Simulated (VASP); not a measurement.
BaSi2C2:

```xyz
5
Lattice="2.2139 -2.8985 0.0000 2.2139 2.8985 0.0000 0.0000 0.0000 6.9302" Properties=species:S:1:pos:R:3 pbc="T T T"
Ba    0.0000    0.0000    3.4651
Si    2.2139   -0.8652    3.4651
Si    2.2139    0.8652    3.4651
C     3.0567    0.0000    0.0000
C     1.3712    0.0000    0.0000
```

The cell was generated, and may not be a known phase.

Base run:

- Program: VASP 6.6.1
- Functional: PBE
- Potentials or basis: VASP PAW PBE potentials, release 64 (Ba_sv, Si, C)
- Cutoff: 520 eV
- k mesh: 6 × 6 × 4
- Occupations: gaussian, width 0.1 eV
- Spin: no spin polarisation

Its results: pressure 74.1 GPa; largest force 6.576 eV/Å.

The run is repeated on the same cell with these changes: spin from no spin polarisation to collinear spin; further incar settings from ALGO = Fast; EDIFF = 1e-07; NBANDS = 21 to ALGO = Normal; EDIFF = 1e-07; NBANDS = 25. What comes out?

Pressure 74.1 GPa; net moment 0.22 μB per cell; site moments Ba -0.00; Si +0.00; C +0.07 μB; largest force 6.592 eV/Å.

Caveats: the stress differs along the axes, from -5 to 173 GPa; forces of over 1 eV/Å act on the atoms, so gaps and moduli don't describe the material at rest; a moment this small can come from the mesh or the smearing (at least some runs).
